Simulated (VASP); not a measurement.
Runs of VASP 6.6.1 on BN. The structure is that of space group P-6m2 (No. 187), or close to it. The cells are those of the table. 

```tsv
task	level	cell	k mesh	cutoff (eV)	smearing	gap on the mesh (eV)	pressure (GPa)
single point	r2SCAN	a = 2.512, b = 2.512, c = 8.352 Å, angles 90.0, 90.0, 120.0°, 4 atoms	12 × 12 × 4	520	gaussian 0.02 eV	4.63	-2.7
relaxation of cell and atoms	PBE	relaxed from a = 2.512, b = 2.512, c = 7.855 Å, angles 90.0, 90.0, 120.0°, 4 atoms	12 × 12 × 4	600	gaussian 0.02 eV	4.52	0.0
single point	PBE	a = 2.512, b = 2.512, c = 7.855 Å, angles 90.0, 90.0, 120.0°, 4 atoms	6 × 6 × 4	520	gaussian 0.1 eV	4.52	0.1
single point	PBE	a = 2.512, b = 2.512, c = 8.518 Å, angles 90.0, 90.0, 120.0°, 4 atoms	12 × 12 × 4	520	gaussian 0.01 eV	(a)	0.0
```

Alike in all rows: potentials or basis VASP PAW PBE potentials, release 64 (B, N); no spin polarisation.

Problem. Estimate the missing entries.

Solution. (a) 4.35.

Caveats: some runs use coarse meshes; this functional lacks dispersion, which binds the layers, so the pressure and a relaxed spacing across them are unreliable (at least some runs); the PAW data sets were made with another functional, which shifts forces and pressure a little (at least some runs); the relaxation stopped at its first step, so nothing moved (at least some runs).

A k mesh can miss the band edges.
